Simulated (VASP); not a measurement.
# TeW (Fm-3m) in VASP: a series of runs

Aim: see how the results for TeW move with the level of theory and the settings. Levels: PBEsol, r2SCAN. Tasks: single point, relaxation of cell and atoms.

All numbers are computed with VASP 6.6.1; they aren't measurements. Logs are shortened: lines on timing, memory, paths and dates and some standing lists are left out, and cuts for length are marked.

## Step 1: The cell of the first run

It takes space group Fm-3m (No. 225, cubic). Conventional cell: a = 5.566 Å, b = 5.566 Å, c = 5.566 Å, α = 90.00°, β = 90.00°, γ = 90.00°. Within 3.7 Å of W (site symmetry m-3m) lie 6 Te at 2.78 Å. Within 3.7 Å of Te (site symmetry m-3m) lie 6 W at 2.78 Å.

## Step 2: Single point, PBEsol

INCAR reads:

```
PREC = Accurate ; ENCUT = 520
EDIFF = 1E-6 ; ISMEAR = 0
SIGMA = 0.1 ; LREAL = F
LASPH = T ; NELM = 80
ALGO = Normal ; ISIF = 2
LWAVE = F ; LCHARG = F
GGA = PS ; NBANDS = 17
```

KPOINTS reads:

```
regular mesh
0
Gamma
  14 14 14
```

POSCAR reads:

```
TeW
1.0
    0.0000000000      2.7828287133      2.7828287133
    2.7828287133      0.0000000000      2.7828287133
    2.7828287133      2.7828287133      0.0000000000
W Te
1 1
Direct
    0.0000000000      0.0000000000      0.0000000000
    0.5000000000      0.5000000000      0.5000000000
```

Potentials or basis: VASP PAW PBE potentials, release 64 (W_sv, Te).

The run is started by

```bash
> cat potpaw_PBE.64/W_sv/POTCAR potpaw_PBE.64/Te/POTCAR > POTCAR
> mpirun -np 1 vasp_std > vasp.out
```

OUTCAR:

```text
PREC = Accurate
   ENCUT = 520
   EDIFF = 1E-6
   ISMEAR = 0
   LREAL = F
   LASPH = T
   NELM = 80
   ISIF = 2
   GGA = PS

 ion  position               nearest neighbor table
   1  0.000  0.000  0.000-   2 2.78   2 2.78   2 2.78   2 2.78   2 2.78   2 2.78
   2  0.500  0.500  0.500-   1 2.78   1 2.78   1 2.78   1 2.78   1 2.78   1 2.78

  LATTYP: Found a face centered cubic cell.
 ALAT       =     5.5656574266

  Lattice vectors:

 A1 = (   0.0000000000,   2.7828287133,   2.7828287133)
 A2 = (   2.7828287133,   0.0000000000,   2.7828287133)
 A3 = (   2.7828287133,   2.7828287133,   0.0000000000)

Analysis of symmetry for initial positions (statically):
=====================================================================
 Subroutine PRICEL returns:
 Original cell was already a primitive cell.

 Routine SETGRP: Setting up the symmetry group for a
 face centered cubic supercell.

 Subroutine GETGRP returns: Found 48 space group operations
 (whereof 48 operations were pure point group operations)
 out of a pool of 48 trial point group operations.

The static configuration has the point symmetry O_h .

Analysis of symmetry for dynamics (positions and initial velocities):
=====================================================================
 Subroutine PRICEL returns:
 Original cell was already a primitive cell.

 Routine SETGRP: Setting up the symmetry group for a
 face centered cubic supercell.

 Subroutine GETGRP returns: Found 48 space group operations
 (whereof 48 operations were pure point group operations)
 out of a pool of 48 trial point group operations.

The dynamic configuration has the point symmetry O_h .

 Subroutine INISYM returns: Found 48 space group operations
 (whereof 48 operations are pure point group operations),
 and found     1 'primitive' translations

----------------------------------------------------------------------------------------

                                     Primitive cell

  volume of cell :      43.1012

  direct lattice vectors                    reciprocal lattice vectors
     0.000000000  2.782828713  2.782828713    -0.179673293  0.179673293  0.179673293
     2.782828713  0.000000000  2.782828713     0.179673293 -0.179673293  0.179673293
     2.782828713  2.782828713  0.000000000     0.179673293  0.179673293 -0.179673293

  length of vectors
     3.935514108  3.935514108  3.935514108     0.311203273  0.311203273  0.311203273

  position of ions in fractional coordinates (direct lattice)
     0.000000000  0.000000000  0.000000000
     0.500000000  0.500000000  0.500000000

  ion indices of the primitive-cell ions
   primitive index   ion index
                 1           1
                 2           2

----------------------------------------------------------------------------------------

 KPOINTS: regular mesh

Automatic generation of k-mesh.
 Grid dimensions read from file:
 generate k-points for:   14   14   14

 Generating k-lattice:

  Cartesian coordinates                     Fractional coordinates (reciprocal lattice)
    -0.012833807  0.012833807  0.012833807     0.071428571  0.000000000  0.000000000
     0.012833807 -0.012833807  0.012833807     0.000000000  0.071428571  0.000000000
     0.012833807  0.012833807 -0.012833807     0.000000000  0.000000000  0.071428571

  Length of vectors
     0.022228805  0.022228805  0.022228805

  Shift w.r.t. Gamma in fractional coordinates (k-lattice)
     0.000000000  0.000000000  0.000000000

 Subroutine IBZKPT returns following result:
 ===========================================

 Found    104 irreducible k-points:

 Following reciprocal coordinates:
            Coordinates               Weight
  0.000000  0.000000  0.000000      1.000000
  0.071429  0.000000  0.000000      8.000000
  0.142857  0.000000  0.000000      8.000000
  0.214286  0.000000  0.000000      8.000000
  0.285714  0.000000  0.000000      8.000000
  0.357143  0.000000  0.000000      8.000000
[... 16 lines left out ...]
  0.214286  0.142857  0.000000     24.000000
  0.285714  0.142857  0.000000     24.000000
[... 42 lines left out ...]

 E-fermi :   9.9552     XC(G=0): -11.6262

 val. band max:        9.9536540751   @ k =  -0.4286   0.1429   0.0000
 cond. band min:       9.9595274545   @ k =   0.1429   0.0714   0.0000
 fundamental gap:      0.0058733794
 Fermi energy:         9.9552177387

 k-point     1 :       0.0000    0.0000    0.0000
  band No.  band energies     occupation
      1     -64.2538      2.00000
      2     -28.4897      2.00000
      3     -28.4897      2.00000
      4     -28.4897      2.00000
      5      -4.4077      2.00000
      6       8.2425      2.00000
[... 9 lines left out ...]
     16      20.9613      0.00000
     17      20.9613      0.00000

 k-point     2 :       0.0714    0.0000    0.0000
  band No.  band energies     occupation
      1     -64.2538      2.00000
      2     -28.4919      2.00000
      3     -28.4898      2.00000
      4     -28.4898      2.00000
      5      -4.3383      2.00000
      6       7.5468      2.00000
[... 9 lines left out ...]
     16      19.8104      0.00000
     17      20.3221      0.00000

 k-point     3 :       0.1429    0.0000    0.0000
  band No.  band energies     occupation
      1     -64.2537      2.00000
      2     -28.4981      2.00000
      3     -28.4900      2.00000
      4     -28.4900      2.00000
      5      -4.1342      2.00000
      6       6.4106      2.00000
[... 9 lines left out ...]
     16      18.7575      0.00000
     17      19.3625      0.00000

 k-point     4 :       0.2143    0.0000    0.0000
  band No.  band energies     occupation
      1     -64.2535      2.00000
      2     -28.5070      2.00000
      3     -28.4903      2.00000
      4     -28.4903      2.00000
      5      -3.8090      2.00000
      6       5.2029      2.00000
[... 9 lines left out ...]
     16      18.3107      0.00000
     17      18.3109      0.00000
[... 343 lines left out ...]
      1     -64.2536      2.00000
      2     -28.4960      2.00000
      3     -28.4926      2.00000
      4     -28.4926      2.00000
      5      -4.0568      2.00000
      6       5.7489      2.00000
[... 9 lines left out ...]
     16      17.7615      0.00000
     17      19.1083      0.00000

 k-point    23 :       0.2143    0.1429    0.0000
  band No.  band energies     occupation
      1     -64.2534      2.00000
      2     -28.5019      2.00000
      3     -28.4939      2.00000
      4     -28.4928      2.00000
      5      -3.8344      2.00000
      6       5.0881      2.00000
[... 9 lines left out ...]
     16      17.3615      0.00000
     17      18.6831      0.00000

 k-point    24 :       0.2857    0.1429    0.0000
  band No.  band energies     occupation
      1     -64.2533      2.00000
      2     -28.5104      2.00000
      3     -28.4948      2.00000
      4     -28.4930      2.00000
      5      -3.5113      2.00000
      6       4.3880      2.00000
[... 9 lines left out ...]
     16      17.8383      0.00000
     17      18.1720      0.00000

 [... further k-points ...]

------------------------ aborting loop because EDIFF is reached ----------------------------------------

  FORCE on cell =-STRESS in cart. coord.  units (eV):
  Direction    XX          YY          ZZ          XY          YZ          ZX
  --------------------------------------------------------------------------------------
  -------------------------------------------------------------------------------------
  Total       -0.7760743     -0.7760743     -0.7760743     -0.0000000      0.0000000     -0.0000000
  in kB      -28.8485831    -28.8485831    -28.8485831     -0.0000000      0.0000000     -0.0000000
  external PRESSURE =     -28.8485831 kB  Pullay stress =       0.0000000 kB

 VOLUME and BASIS-vectors are now :
 -----------------------------------------------------------------------------
  energy-cutoff  :      520.00
  volume of cell :       43.10
      direct lattice vectors                 reciprocal lattice vectors
     0.000000000  2.782828713  2.782828713    -0.179673293  0.179673293  0.179673293
     2.782828713  0.000000000  2.782828713     0.179673293 -0.179673293  0.179673293
     2.782828713  2.782828713  0.000000000     0.179673293  0.179673293 -0.179673293

 POSITION                                       TOTAL-FORCE (eV/Angst)
 -----------------------------------------------------------------------------------
      0.00000      0.00000      0.00000         0.000000     -0.000000     -0.000000
      2.78283      2.78283      2.78283        -0.000000      0.000000      0.000000
 -----------------------------------------------------------------------------------
    total drift:                               -0.000000      0.000000      0.000000

  FREE ENERGIE OF THE ION-ELECTRON SYSTEM (eV)
  ---------------------------------------------------
  free  energy   TOTEN  =       -14.3699720354 eV

  energy  without entropy=      -14.3479601526  energy(sigma->0) =      -14.35896609
```

Run time: 28 s. Hardware: 1 thread of Intel Xeon 6975P-C (Granite Rapids), shared host; peak memory 0.22 GiB.

Results:

* Free energy: -14.3700 eV
* Pressure: -2.9 GPa
* Band gap on the k mesh: zero (bands 10 and 11 overlap by 1.65 eV)

Levels at points of the mesh, in eV from the Fermi level:
```csv
k point,band 6,band 7,band 8,band 9,band 10,band 11,band 12,band 13,band 14,band 15
"(0.00, 0.00, 0.00)",-1.71,-1.71,-1.71,-1.32,-1.32,-1.30,-1.30,-1.30,2.77,6.46
"(0.50, 0.00, 0.00)",-7.87,-4.83,-4.83,-0.03,-0.03,0.18,2.37,4.96,4.96,5.39
"(0.50, 0.50, 0.00)",-5.99,-3.29,-3.29,-3.20,-0.52,-0.42,0.65,0.65,2.56,9.01
```

Caveat: the PAW data sets were made with another functional, which shifts forces and pressure a little; spin-orbit coupling is left out, which moves the levels of the heavy elements.

## Step 3: Single point, r2SCAN

POSCAR is that of step 2.

INCAR.step1 reads:

```
SYSTEM = TeW
PREC = Accurate
ENCUT = 520
ISMEAR = 0
SIGMA = 0.1
LREAL = .FALSE.
LASPH = .TRUE.
NELM = 80
NBANDS = 17
GGA = PE
ALGO = Normal
EDIFF = 1E-4
LWAVE = .TRUE.
LCHARG = .FALSE.
```

INCAR.step2 reads:

```
SYSTEM = TeW
PREC = Accurate
ENCUT = 520
EDIFF = 1E-7
ISMEAR = 0
SIGMA = 0.1
LREAL = .FALSE.
LASPH = .TRUE.
NELM = 80
ALGO = Normal
ISIF = 2
LWAVE = .FALSE.
LCHARG = .FALSE.
METAGGA = R2SCAN
LMIXTAU = .TRUE.
NBANDS = 17
ISTART = 1
```

KPOINTS reads:

```
Automatic mesh
0
G
  14 14 14
  0 0 0
```

Potentials or basis: VASP PAW PBE potentials, release 64 (W_sv, Te).

The run is started by

```bash
> cat potpaw_PBE.64/W_sv/POTCAR potpaw_PBE.64/Te/POTCAR > POTCAR
> cp INCAR.step1 INCAR
> mpirun -np 1 vasp_std > vasp.out
> cp INCAR.step2 INCAR
> mpirun -np 1 vasp_std > vasp.out
```

Wall time 2.4 min (1 thread of Intel Xeon 6975P-C (Granite Rapids), shared host); peak memory 0.23 GiB.

It converged, with:

```yaml
Free_energy: -73.5630 eV
Pressure: 0.0 GPa
Band_gap_on_the_k_mesh: zero (bands 10 and 11 overlap by 1.86 eV)
```

Levels at points of the mesh, in eV from the Fermi level:
```
           k point  band 7  band 8  band 9  band 10  band 11  band 12  band 13  band 14
(0.00, 0.00, 0.00)   -1.81   -1.81   -1.51    -1.51    -1.51    -1.42    -1.42     3.43
(0.50, 0.00, 0.00)   -5.18   -5.18   -0.04    -0.04     0.23     2.73     5.12     5.12
(0.50, 0.50, 0.00)   -3.60   -3.60   -3.28    -0.58    -0.35     0.65     0.65     2.80
```

Caveat: the PAW data sets were made with another functional, which shifts forces and pressure a little; spin-orbit coupling is left out, which moves the levels of the heavy elements.

## Step 4: Relaxation of cell and atoms, PBEsol

INCAR reads:

```
SYSTEM = TeW
PREC     = Accurate       ! precision mode
ENCUT    = 600            ! plane-wave cutoff, eV
EDIFF    = 1E-6           ! SCF threshold, eV
ISMEAR   = 0              ! smearing method
SIGMA    = 0.1            ! smearing width, eV
LREAL    = .FALSE.        ! projectors in reciprocal space
LASPH    = .TRUE.         ! aspherical terms in the spheres
NELM     = 100            ! most SCF steps
ALGO     = Normal         ! electronic algorithm
ISIF     = 3              ! what is computed and relaxed
LWAVE    = .FALSE.        ! write WAVECAR
LCHARG   = .FALSE.        ! write CHGCAR
GGA      = PS             ! functional
IBRION   = 2              ! ionic algorithm
NSW      = 80             ! ionic steps
EDIFFG   = -0.01          ! ionic threshold
```

KPOINTS is that of step 3.

POSCAR is that of step 3.

The run is started by

```bash
> cat potpaw_PBE.64/W_sv/POTCAR potpaw_PBE.64/Te/POTCAR > POTCAR
> mpirun -np 1 vasp_std > vasp.out
```

Wall time 50 s (1 thread of Intel Xeon 6975P-C (Granite Rapids), shared host); peak memory 0.24 GiB.

It converged, with:

```yaml
Free_energy: -14.3786 eV
Relaxed_volume: 21.08 Å³/atom
Relaxed_cell: a = 3.907 Å, b = 3.907 Å, c = 3.907 Å, α = 60.00°, β = 60.00°, γ = 60.00°
Space_group_after_relaxing_to_0.1_Å: Fm-3m (No. 225)
Energy_gained_by_relaxing: 4.3 meV/atom
Ionic_steps: 3
Pressure_after_relaxing: 0.0 GPa
Band_gap_on_the_k_mesh: zero (bands 10 and 11 overlap by 1.64 eV)
```

The path:
| step | energy change (eV) | largest force (eV/Å) | pressure (GPa) | volume (Å³) |
| --- | --- | --- | --- | --- |
| 1 | 0.0000 | 0.0000 | -2.86 | 43.10 |
| 2 | 0.0129 | 0.0000 | 5.02 | 40.74 |
| 3 | -0.0086 | 0.0000 | -0.02 | 42.17 |

Final structure:
```yaml
crystal:
  lattice:
    - [0.00000, 2.76260, 2.76260]
    - [2.76260, 0.00000, 2.76260]
    - [2.76260, 2.76260, 0.00000]
  atoms:
    - { symbol: W, position: [0.00000, 0.00000, 0.00000] }
    - { symbol: Te, position: [0.50000, 0.50000, 0.50000] }
```

Levels at points of the mesh, in eV from the Fermi level:
```tsv
k point	band 6	band 7	band 8	band 9	band 10	band 11	band 12	band 13	band 14
(0.00, 0.00, 0.00)	-1.78	-1.78	-1.78	-1.36	-1.36	-1.29	-1.29	-1.29	2.99
(0.50, 0.00, 0.00)	-8.03	-4.94	-4.94	-0.04	-0.04	0.19	2.37	5.00	5.00
(0.50, 0.50, 0.00)	-6.10	-3.33	-3.33	-3.32	-0.53	-0.39	0.66	0.66	2.71
```

Caveat: the PAW data sets were made with another functional, which shifts forces and pressure a little; spin-orbit coupling is left out, which moves the levels of the heavy elements.

## Step 5: Single point, PBEsol, collinear spin

INCAR reads:

```
SYSTEM = TeW
ALGO     = Normal         ! electronic algorithm
EDIFF    = 1E-6           ! SCF threshold, eV
ENCUT    = 520            ! plane-wave cutoff, eV
GGA      = PS             ! functional
ISIF     = 2              ! what is computed and relaxed
ISMEAR   = 0              ! smearing method
ISPIN    = 2              ! spin polarisation
LASPH    = .TRUE.         ! aspherical terms in the spheres
LCHARG   = .FALSE.        ! write CHGCAR
LMAXMIX  = 4              ! l up to which the mixer works
LORBIT   = 11             ! projections on sites
LREAL    = .FALSE.        ! projectors in reciprocal space
LWAVE    = .FALSE.        ! write WAVECAR
MAGMOM   = 0.68 0         ! initial moments
NBANDS   = 21             ! bands
NELM     = 150            ! most SCF steps
PREC     = Accurate       ! precision mode
SIGMA    = 0.1            ! smearing width, eV
```

KPOINTS reads:

```
k-points
0
G
  14 14 14
  0 0 0
```

POSCAR is that of step 4.

The run is started by

```bash
> cat potpaw_PBE.64/W_sv/POTCAR potpaw_PBE.64/Te/POTCAR > POTCAR
> mpirun -np 1 vasp_std > vasp.out
```

Wall time 89 s (1 thread of Intel Xeon 6975P-C (Granite Rapids), shared host); peak memory 0.29 GiB.

It converged, with:

```
Free energy                                           : -14.4385 eV
Pressure                                              : 0.1 GPa
Net moment                                            : 1.88 μB per cell
Site moments                                          : W +1.50; Te -0.01 μB
Valence electrons inside the program's atomic spheres : W 11.97; Te 3.47
```

Levels at points of the mesh, in eV from the Fermi level:
Spin up:
```
           k point  band 8  band 9  band 10  band 11  band 12  band 13  band 14  band 15
(0.00, 0.00, 0.00)   -2.11   -1.67    -1.67    -1.34    -1.34    -1.34     2.56     6.35
(0.50, 0.00, 0.00)   -5.03   -0.48    -0.48    -0.26     2.24     4.77     4.77     5.19
(0.50, 0.50, 0.00)   -3.36   -3.36    -0.88    -0.77     0.16     0.16     2.24     8.80
```
Spin down:
| k point | band 7 | band 8 | band 9 | band 10 | band 11 | band 12 |
| --- | --- | --- | --- | --- | --- | --- |
| (0.00, 0.00, 0.00) | -1.23 | -1.23 | -1.11 | -1.11 | -1.11 | -0.78 |
| (0.50, 0.00, 0.00) | -4.54 | -4.54 | 0.68 | 0.68 | 0.87 | 2.55 |
| (0.50, 0.50, 0.00) | -3.17 | -3.17 | -2.70 | 0.06 | 0.09 | 1.41 |

Caveat: the PAW data sets were made with another functional, which shifts forces and pressure a little; spin-orbit coupling is left out, which moves the levels of the heavy elements.

## Step 6: Single point, PBEsol, collinear spin

INCAR reads:

```
PREC = Accurate ; ENCUT = 520
EDIFF = 1E-6 ; ISMEAR = 0
SIGMA = 0.1 ; LREAL = False
LASPH = True ; NELM = 150
ALGO = Normal ; ISIF = 2
LWAVE = False ; LCHARG = False
ISPIN = 2 ; MAGMOM = 1 0
LORBIT = 11 ; LMAXMIX = 4
GGA = PS ; NBANDS = 21
```

KPOINTS reads:

```
regular mesh
0
Gamma
  14 14 14
```

POSCAR is that of step 5.

Potentials or basis: VASP PAW PBE potentials, release 64 (W_sv, Te).

The run is started by

```bash
> cat potpaw_PBE.64/W_sv/POTCAR potpaw_PBE.64/Te/POTCAR > POTCAR
> mpirun -np 1 vasp_std > vasp.out
```

Wall time 88 s (1 thread of Intel Xeon 6975P-C (Granite Rapids), shared host); peak memory 0.29 GiB.

The run converged. Its results:

```yaml
Free_energy: -14.4385 eV
Pressure: 0.2 GPa
Net_moment: 1.89 μB per cell
Site_moments: W +1.50; Te -0.01 μB
Valence_electrons_inside_the_program's_atomic_spheres: W 11.97; Te 3.47
```

Levels at points of the mesh, in eV from the Fermi level:
Spin up:
```csv
k point,band 7,band 8,band 9,band 10,band 11,band 12,band 13,band 14,band 15,band 16
"(0.00, 0.00, 0.00)",-2.11,-2.11,-1.67,-1.67,-1.34,-1.34,-1.34,2.56,6.35,10.72
"(0.50, 0.00, 0.00)",-5.03,-5.03,-0.48,-0.48,-0.26,2.24,4.77,4.77,5.19,5.19
"(0.50, 0.50, 0.00)",-3.54,-3.36,-3.36,-0.89,-0.77,0.16,0.16,2.24,8.80,10.60
```
Spin down:
```tsv
k point	band 6	band 7	band 8	band 9	band 10	band 11	band 12	band 13
(0.00, 0.00, 0.00)	-1.23	-1.23	-1.23	-1.11	-1.11	-1.11	-0.77	-0.77
(0.50, 0.00, 0.00)	-7.62	-4.54	-4.54	0.68	0.68	0.87	2.55	5.23
(0.50, 0.50, 0.00)	-5.86	-3.17	-3.17	-2.70	0.06	0.09	1.42	1.42
```

Caveat: the PAW data sets were made with another functional, which shifts forces and pressure a little; spin-orbit coupling is left out, which moves the levels of the heavy elements.

## Step 7: Summary

```tsv
task	level	spin	cell	cutoff (eV)	gap on the mesh (eV)	pressure (GPa)
single point	PBEsol	off	as given	520	none	-2.9
single point	r2SCAN	off	as given	520	none	0.0
relaxation of cell and atoms	PBEsol	off	relaxed	600	none	0.0
single point	PBEsol	collinear	as given	520	none	0.2
```

Alike in all rows: potentials or basis VASP PAW PBE potentials, release 64 (W_sv, Te); k mesh 14 × 14 × 14; smearing gaussian 0.1 eV.

The pressure there spans -2.9 GPa (PBEsol) to 0.2 GPa (PBEsol); a positive pressure means that this level wants a larger cell, a negative one a smaller.

Caveats: the PAW data sets were made with another functional, which shifts forces and pressure a little; spin-orbit coupling is left out, which moves the levels of the heavy elements.

Absolute energies hang on the potentials; compare differences alone.
